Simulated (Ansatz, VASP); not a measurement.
Two plane-wave programs on Al4Co

```xyz
5
Lattice="4.5066 0.0000 0.0000 0.0000 4.5066 0.0000 0.0000 0.0000 4.5066" Properties=species:S:1:pos:R:3 pbc="T T T"
Al    2.2533    0.0000    0.0000
Al    0.0000    2.2533    0.0000
Al    0.0000    0.0000    2.2533
Al    2.2533    2.2533    2.2533
Co    0.0000    0.0000    0.0000
```

Change from the starting cell: species swapped into the Co4N type (Pm-3m, No. 221).

Alike in both runs: functional PBE; k mesh 8 × 8 × 8; occupations gaussian, width 0.1 eV; no spin polarisation.

Ansatz relaxed the structure, and its values are those at the end. VASP's run is a single point on that final structure, the one shown.

```csv
,VASP,Ansatz
version,VASP 6.6.1,Ansatz 0.2.0
potentials or method,"VASP PAW PBE potentials, release 64 (Al, Co), cutoff 520 eV","scalar-relativistic, plane waves, PAW"
valence electrons in the cell,21,29
```

```csv
,VASP,Ansatz,Ansatz less VASP
gap on the k mesh at the Fermi level (eV),none,none,-
pressure (GPa),-0.1,0.0,+0.11
```

A gap of «none» marks a metal or a gap that the smearing closes. VASP's potentials hold 21 valence electrons a cell and Ansatz's 29, so a difference there can come from the potentials and not from the codes.
